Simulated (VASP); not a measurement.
Input of a VASP 6.6.1 run:

Contents of INCAR:

```
PREC = Accurate ; ENCUT = 520
EDIFF = 1E-7 ; ISMEAR = 0
SIGMA = 0.05 ; LREAL = False
LASPH = True ; NELM = 60
ALGO = Normal ; ISIF = 2
LWAVE = False ; LCHARG = False
GGA = PS ; NBANDS = 14
```

The input KPOINTS:

```
Automatic mesh
0
Gamma
  10 10 10
```

The input POSCAR:

```
NaF
1.0
    0.0000000000      2.4526315871      2.0847368491
    2.4526315871      0.0000000000      2.0847368491
    2.4526315871      2.4526315871      0.0000000000
Na F
1 1
Direct
    0.0000000000      0.0000000000      0.0000000000
    0.5000000000      0.5000000000      0.5000000000
```

Potentials or basis: VASP PAW PBE potentials, release 64 (Na_pv, F).

Run with:

```bash
$ cat potpaw_PBE.64/Na_pv/POTCAR potpaw_PBE.64/F/POTCAR > POTCAR
$ mpirun -np 1 vasp_std > vasp.out
```

(1) Predict the pressure.

(2) Estimate the band gap on the k mesh.

Results:

(1) 3.2 GPa.

(2) 6.07 eV.

Caveat: the cell stands under pressure; the PAW data sets were made with another functional, which shifts forces and pressure a little.
